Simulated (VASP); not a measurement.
Input of a VASP 6.6.1 run:

Contents of INCAR:

```
  PREC = Accurate
  ENCUT = 600
  EDIFF = 1E-6
  ISMEAR = 0
  SIGMA = 0.05
  LREAL = False
  LASPH = True
  NELM = 150
  ALGO = Normal
  ISIF = 3
  LWAVE = False
  LCHARG = False
  ISPIN = 2
  MAGMOM = 2.5 0
  LORBIT = 11
  LMAXMIX = 4
  GGA = PE
  IBRION = 2
  NSW = 80
  EDIFFG = -0.03
```

File KPOINTS:

```
Automatic mesh
0
Gamma
  8 8 6
```

File POSCAR:

```
FePt
1.0
    2.7306961071      0.0000000000      0.0000000000
    0.0000000000      2.7306961071      0.0000000000
    0.0000000000      0.0000000000      3.7122924491
Fe Pt
1 1
Direct
    0.5000000000      0.5000000000      0.5000000000
    0.0000000000      0.0000000000      0.0000000000
```

Potentials or basis: VASP PAW PBE potentials, release 64 (Fe, Pt).

Launch:

```bash
$ cat potpaw_PBE.64/Fe/POTCAR potpaw_PBE.64/Pt/POTCAR > POTCAR
$ mpirun -np 1 vasp_std > vasp.out
```

**Question.** Predict the relaxed cell.

**Answer.** a = 2.731 Å, b = 2.731 Å, c = 3.759 Å, α = 90.00°, β = 90.00°, γ = 90.00°.

**Question.** Estimate the site moments.

**Answer.** Fe +2.96; Pt +0.35 μB.

**Question.** Estimate the relaxed volume.

**Answer.** 14.01 Å³/atom.

**Question.** What does it give for the space group after relaxing (to 0.1 Å)?

**Answer.** P4/mmm (No. 123).

The path:
| step | energy change (eV) | largest force (eV/Å) | pressure (GPa) | volume (Å³) |
| --- | --- | --- | --- | --- |
| 1 | 0.0000 | 0.0000 | 2.49 | 27.68 |
| 2 | 0.0036 | 0.0000 | -3.84 | 28.55 |
| 3 | -0.0028 | 0.0000 | -0.11 | 28.02 |
| 4 | -0.0028 | 0.0000 | -0.33 | 28.03 |
| 5 | -0.0032 | 0.0000 | -0.20 | 28.03 |
| 6 | -0.0034 | 0.0000 | -0.21 | 28.03 |

 PBE usually gives volumes a little too large and moduli too small.
